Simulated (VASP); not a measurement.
Wanted: the native input for a VASP 6.6.1 run.

| Property | Result |
| --- | --- |
| Task | single point |
| Functional | PBEsol |
| Potentials or basis | VASP PAW PBE potentials, release 64 (Fe, Ni) |
| Cutoff | 520 eV |
| k mesh | 12 × 12 × 12 |
| Occupations | gaussian, width 0.1 eV |
| Spin | collinear spin, ferromagnetic start |
| Starting moments | [3.13, 0.75, 0.75, 0.75] μB |
| Dipole correction | no |
| Further INCAR settings | ALGO = Normal; EDIFF = 1e-07; NBANDS = 31 |

The structure of FeNi3 lies in POSCAR:

```
FeNi3
1.0
    3.5572493260      0.0000000000      0.0000000000
    0.0000000000      3.5572493260      0.0000000000
    0.0000000000      0.0000000000      3.5572493260
Fe Ni
1 3
Direct
    0.0000000000      0.0000000000      0.0000000000
    0.0000000000      0.5000000000      0.5000000000
    0.5000000000      0.0000000000      0.5000000000
    0.5000000000      0.5000000000      0.0000000000
```

These files were run (other wordings do the same):

INCAR

```
SYSTEM = FeNi3
PREC     = Accurate       ! precision mode
ENCUT    = 520            ! plane-wave cutoff, eV
EDIFF    = 1E-7           ! SCF threshold, eV
ISMEAR   = 0              ! smearing method
SIGMA    = 0.1            ! smearing width, eV
LREAL    = .FALSE.        ! projectors in reciprocal space
LASPH    = .TRUE.         ! aspherical terms in the spheres
NELM     = 150            ! most SCF steps
ALGO     = Normal         ! electronic algorithm
ISIF     = 2              ! what is computed and relaxed
LWAVE    = .FALSE.        ! write WAVECAR
LCHARG   = .FALSE.        ! write CHGCAR
ISPIN    = 2              ! spin polarisation
MAGMOM   = 3.13 0.75 0.75 0.75 ! initial moments
LORBIT   = 11             ! projections on sites
LMAXMIX  = 4              ! l up to which the mixer works
GGA      = PS             ! functional
NBANDS   = 31             ! bands
```

KPOINTS

```
regular mesh
0
G
  12 12 12
  0 0 0
```

Potentials or basis: VASP PAW PBE potentials, release 64 (Fe, Ni).

Command:

```sh
$ cat potpaw_PBE.64/Fe/POTCAR potpaw_PBE.64/Ni/POTCAR > POTCAR
$ mpirun -np 1 vasp_std > vasp.out
```

It gave:

The pressure is -11.4 GPa and the net moment is 4.79 μB per cell. The site moments are Fe +2.91; Ni +0.63 μB and the valence electrons inside the program's atomic spheres are Fe 7.07; Ni 9.32.

Caveat: the cell stands under tension; the PAW data sets were made with another functional, which shifts forces and pressure a little.

Run time: 3.5 min on 1 thread of Intel(R) Xeon(R) Platinum 8559C (Emerald Rapids) (shared host), peak memory 0.3 GiB.
